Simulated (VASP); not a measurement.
# Ga2Te4Pb (I-4) in VASP: relaxation of the atoms with r2SCAN

Aim: the relaxation of the atoms of Ga2Te4Pb with r2SCAN.

Everything below comes from runs of VASP 6.6.1. Logs are shortened: lines on timing, memory, paths and dates and some standing lists are left out, and cuts for length are marked.

## (1) The cell of the first run

Symmetry: I-4, No. 82, tetragonal system. Conventional cell: a = 6.200 Å, b = 6.200 Å, c = 12.018 Å, α = 90.00°, β = 90.00°, γ = 90.00°. Pb (site symmetry -4) has 4 Te at 2.83 Å within 3.7 Å. Ga (site symmetry -4) has 4 Te at 2.63 Å within 3.5 Å. Ga (site symmetry -4) has 4 Te at 2.62 Å within 3.5 Å. Within 3.5 Å of Te (site symmetry 1) lie 2 Ga at 2.62 to 2.63 Å and 1 Pb at 2.83 Å.

## (2) Relaxation of the atoms, r2SCAN

File POSCAR:

```
Ga2Te4Pb
1.0
    0.0000000000      6.2001990000      0.0000000000
    6.2001990000      0.0000000000      0.0000000000
    3.1000990000      3.1000990000     -6.0088910000
Pb Ga Te
1 2 4
Direct
    0.0000000000      0.0000000000      0.0000000000
    0.7500000000      0.2500000000      0.5000000000
    0.5000000000      0.5000000000      0.0000000000
    0.3950000000      0.4050000000      0.7300000000
    0.5950000000      0.1250000000      0.2700000000
    0.8750000000      0.8650000000      0.7300000000
    0.1350000000      0.6050000000      0.2700000000
```

File INCAR.step1:

```
PREC = Accurate ; ENCUT = 520
ISMEAR = -1 ; SIGMA = 0.1
LREAL = False ; LASPH = True
NELM = 80 ; GGA = PE
ALGO = Normal ; EDIFF = 1E-4
LWAVE = True ; LCHARG = False
KPAR = 4
```

File INCAR.step2:

```
PREC = Accurate ; ENCUT = 520
EDIFF = 1E-7 ; ISMEAR = -1
SIGMA = 0.1 ; LREAL = False
LASPH = True ; NELM = 80
ALGO = Normal ; ISIF = 2
LWAVE = False ; LCHARG = False
METAGGA = R2SCAN ; LMIXTAU = True
IBRION = 2 ; NSW = 80
EDIFFG = -0.01 ; ISTART = 1
KPAR = 4
```

File KPOINTS:

```
regular mesh
0
Gamma
  5 5 5
```

Potentials or basis: VASP PAW PBE potentials, release 64 (Pb_d, Ga_d, Te).

Run with:

```console
> cat potpaw_PBE.64/Pb_d/POTCAR potpaw_PBE.64/Ga_d/POTCAR potpaw_PBE.64/Te/POTCAR > POTCAR
> cp INCAR.step1 INCAR
> mpirun -np 4 vasp_std > vasp.out
> cp INCAR.step2 INCAR
> mpirun -np 4 vasp_std > vasp.out
```

OUTCAR:

```text
PREC = Accurate
   ENCUT = 520
   EDIFF = 1E-7
   ISMEAR = -1
   LREAL = False
   LASPH = True
   NELM = 80
   ISIF = 2
   METAGGA = R2SCAN
   IBRION = 2
   NSW = 80
   EDIFFG = -0.01
   ISTART = 1

 ion  position               nearest neighbor table
   1  0.000  0.000  0.000-   6 2.83   7 2.83   5 2.83   4 2.83
   2  0.750  0.250  0.500-   5 2.63   4 2.63   6 2.63   7 2.63
   3  0.500  0.500  0.000-   4 2.62   7 2.62   5 2.62   6 2.62
   4  0.395  0.405  0.730-   3 2.62   2 2.63   1 2.83
   5  0.595  0.125  0.270-   3 2.62   2 2.63   1 2.83
   6  0.875  0.865  0.730-   3 2.62   2 2.63   1 2.83
   7  0.135  0.605  0.270-   3 2.62   2 2.63   1 2.83

  LATTYP: Found a body centered tetragonal cell.
 ALAT       =     6.2001990000
 C/A-ratio  =     1.9382897226

  Lattice vectors:

 A1 = (  -3.1000990000,   3.1001000000,   6.0088910000)
 A2 = (   3.1001000000,  -3.1000990000,   6.0088910000)
 A3 = (   3.1000990000,   3.1000990000,  -6.0088910000)

Analysis of symmetry for initial positions (statically):
=====================================================================
 Subroutine PRICEL returns:
 Original cell was already a primitive cell.

 Routine SETGRP: Setting up the symmetry group for a
 body centered tetragonal supercell.

 Subroutine GETGRP returns: Found  4 space group operations
 (whereof  4 operations were pure point group operations)
 out of a pool of 16 trial point group operations.

The static configuration has the point symmetry S_4 .

Analysis of symmetry for dynamics (positions and initial velocities):
=====================================================================
 Subroutine PRICEL returns:
 Original cell was already a primitive cell.

 Routine SETGRP: Setting up the symmetry group for a
 body centered tetragonal supercell.

 Subroutine GETGRP returns: Found  4 space group operations
 (whereof  4 operations were pure point group operations)
 out of a pool of 16 trial point group operations.

The dynamic configuration has the point symmetry S_4 .

 Subroutine INISYM returns: Found  4 space group operations
 (whereof  4 operations are pure point group operations),
 and found     1 'primitive' translations

----------------------------------------------------------------------------------------

                                     Primitive cell

  volume of cell :     230.9966

  direct lattice vectors                    reciprocal lattice vectors
     0.000000000  6.200199000  0.000000000     0.000000000  0.161285146  0.083210017
     6.200199000  0.000000000  0.000000000     0.161285146  0.000000000  0.083210017
[... 84 lines left out ...]
   ICHARG =      0    charge: 1-file 2-atom 10-const
   ISPIN  =      1    spin polarized calculation?
   LNONCOLLINEAR =      F non collinear calculations
   LSORBIT =      F    spin-orbit coupling
   LASPH  =      T    aspherical Exc in radial PAW
   ENCUT  =  520.0 eV  38.22 Ry    6.18 a.u.  11.53 11.53 13.83*2*pi/ulx,y,z
   NELM   =     80;   NELMIN=  2; NELMDL=  0     # of ELM steps
   EDIFF  = 0.1E-06   stopping-criterion for ELM
   LREAL  =      F    real-space projection
   EDIFFG = -.1E-01   stopping-criterion for IOM
   NSW    =     80    number of steps for IOM
   IBRION =      2    ionic relax: 0-MD 1-quasi-New 2-CG
   NFREE  =      1    steps in history (QN), initial steepest desc. (CG)
   ISIF   =      2    stress and relaxation
   ISYM   =      2    0-nonsym 1-usesym 2-fastsym
   POTIM  = 0.5000    time-step for ionic-motion
   TEBEG  =    0.0;   TEEND  =   0.0 temperature during run
   PSTRESS=    0.0 pullay stress
   NELECT =      64.0000    total number of electrons
   NUPDOWN=      -1.0000    fix difference up-down
   EMIN   =  10.00;   EMAX   =-10.00  energy-range for DOS
   EFERMI =   0.00;   METHOD = LEGACY
   ISMEAR =    -1;   SIGMA  =   0.10  broadening in eV -4-tet -1-fermi 0-gaus
   EFERMI_NEDOS =   21; number of points for ismear=-14 and -15
   IALGO  =     38    algorithm
   IMIX   =      4    mixing-type and parameters
     AMIX     =   0.40;   BMIX     =  1.00
     AMIX_MAG =   1.60;   BMIX_MAG =  1.00
  volume/ion in A,a.u.               =      33.00       222.69
  Fermi-wavevector in a.u.,A,eV,Ry     =   1.067250  2.016811 15.497352  1.139023
  Thomas-Fermi vector in A             =   2.202861
   LORBIT       =      0    0 simple, 1 ext, 2 COOP (PROOUT), +10 PAW based schemes
   METAGGA = R2SCAN    functional components
   LHFCALC =     F    Hartree Fock is set to
   AEXX    =    0.0000 exact exchange contribution
   IVDW    =     0    specifies the selected vdW correction
   LEPSILON=     F    determine dielectric tensor
   LRPA    =     F    only Hartree local field effects (RPA)
 conjugate gradient relaxation of ions
 non-spin polarized calculation
  energy-cutoff  :      520.00
  volume of cell :      231.00
 maximum number of plane-waves:      6262
 NGX is ok and might be reduce to    48
   NGX = 23   NGY = 23   NGZ = 27

--------------------------------------- Ionic step        1  -------------------------------------------

 number of electron      64.0000008 magnetization

 Free energy of the ion-electron system (eV)
  ---------------------------------------------------
  ext. energy  EPLUGINS =         0.00000000
  ---------------------------------------------------
  free energy    TOTEN  =      -182.22834673 eV

  energy without entropy =     -182.20489827  energy(sigma->0) =     -182.21662250

------------------------ aborting loop because EDIFF is reached ----------------------------------------

  FORCE on cell =-STRESS in cart. coord.  units (eV):
  Direction    XX          YY          ZZ          XY          YZ          ZX
  --------------------------------------------------------------------------------------
  -------------------------------------------------------------------------------------
  Total        8.8509741      8.8509741      7.1690511     -0.0000021      0.0000006      0.0000006
  in kB       61.3897787     61.3897787     49.7240710     -0.0000144      0.0000041      0.0000041
  external PRESSURE =      57.5012095 kB  Pullay stress =       0.0000000 kB
[... 233 lines left out ...]
--------------------------------------- Ionic step        7  -------------------------------------------

 number of electron      64.0000007 magnetization

 Free energy of the ion-electron system (eV)
  ---------------------------------------------------
  ext. energy  EPLUGINS =         0.00000000
  ---------------------------------------------------
  free energy    TOTEN  =      -182.99392986 eV

  energy without entropy =     -182.98730807  energy(sigma->0) =     -182.99061897

 E-fermi :   5.2609     XC(G=0):  -9.3379

 val. band max:        4.9433540635   @ k =   0.4000   0.0000   0.2000
 cond. band min:       5.6456986569   @ k =   0.0000   0.0000   0.4000
 fundamental gap:      0.7023445934
 Fermi energy:         5.2609309411

 k-point     1 :       0.0000    0.0000    0.0000
  band No.  band energies     occupation
      1     -12.8378      2.00000
      2     -12.8346      2.00000
      3     -12.8346      2.00000
      4     -12.7927      2.00000
      5     -12.7905      2.00000
      6     -11.3517      2.00000
[... 884 lines left out ...]
  FREE ENERGIE OF THE ION-ELECTRON SYSTEM (eV)
  ---------------------------------------------------
  free  energy   TOTEN  =      -182.9939298583 eV

  energy  without entropy=     -182.9873080723  energy(sigma->0) =     -182.99061897

 reached required accuracy - stopping structural energy minimisation
```

OUTCAR.step1:

```text
PREC = Accurate
   ENCUT = 520
   ISMEAR = -1
   LREAL = False
   LASPH = True
   NELM = 80
[... 1095 lines left out ...]
      1.61205      4.52615     -1.62240         0.658414     -1.080238     -1.106078
      7.62624      7.68825     -4.38649        -1.080238     -0.658414      1.106078
      4.58815      1.67405     -1.62240        -0.658414      1.080238     -1.106078
 -----------------------------------------------------------------------------------
    total drift:                                0.000024      0.000024      0.000003

  FREE ENERGIE OF THE ION-ELECTRON SYSTEM (eV)
  ---------------------------------------------------
  free  energy   TOTEN  =       -22.7449816637 eV

  energy  without entropy=      -22.7069654689  energy(sigma->0) =      -22.72597357
```

Wall time 18 min (4 MPI ranks of AMD EPYC 9R14 (Zen 4), shared host); peak memory 0.5 GiB.

What came out:

- Free energy: -182.9939 eV
- Energy gained by relaxing: 109.4 meV/atom
- Ionic steps: 7
- Pressure after relaxing: 3.0 GPa
- Largest force after relaxing: 0.010 eV/Å
- Band gap on the k mesh: 0.70 eV (least direct gap 1.15 eV)

Forces in eV/Å, atoms in the order of the input:
```
Pb   0.000  0.000  0.000
Ga   0.000  0.000  0.000
Ga   0.000  0.000  0.000
Te   0.005 -0.002 -0.008
Te  -0.002 -0.005  0.008
Te  -0.005  0.002 -0.008
Te   0.002  0.005  0.008
```

Stress tensor (GPa, compression positive):
```
3.47 0.00 0.00
0.00 3.47 0.00
0.00 0.00 2.00
```

The path:
```tsv
step	energy change (eV)	largest force (eV/Å)	pressure (GPa)
1	0.0000	1.7634	5.75
2	-0.4709	1.0189	4.89
3	-0.7155	0.3472	4.14
4	-0.7177	0.3514	4.09
5	-0.7434	0.2393	3.72
6	-0.7651	0.0485	2.99
7	-0.7656	0.0098	2.98
```

Final structure:
```
Pb Ga Te
1.0
     0.00000    6.20020    0.00000
     6.20020    0.00000    0.00000
     3.10010    3.10010   -6.00889
Pb Ga Te
1 2 4
Direct
  0.00000 0.00000 0.00000
  0.75000 0.25000 0.50000
  0.50000 0.50000 0.00000
  0.41656 0.44444 0.70369
  0.55556 0.12025 0.29631
  0.87975 0.85187 0.70369
  0.14813 0.58344 0.29631
```

Caveat: the PAW data sets were made with another functional, which shifts forces and pressure a little; spin-orbit coupling is left out, which moves the levels of the heavy elements. A k mesh can miss the band edges.
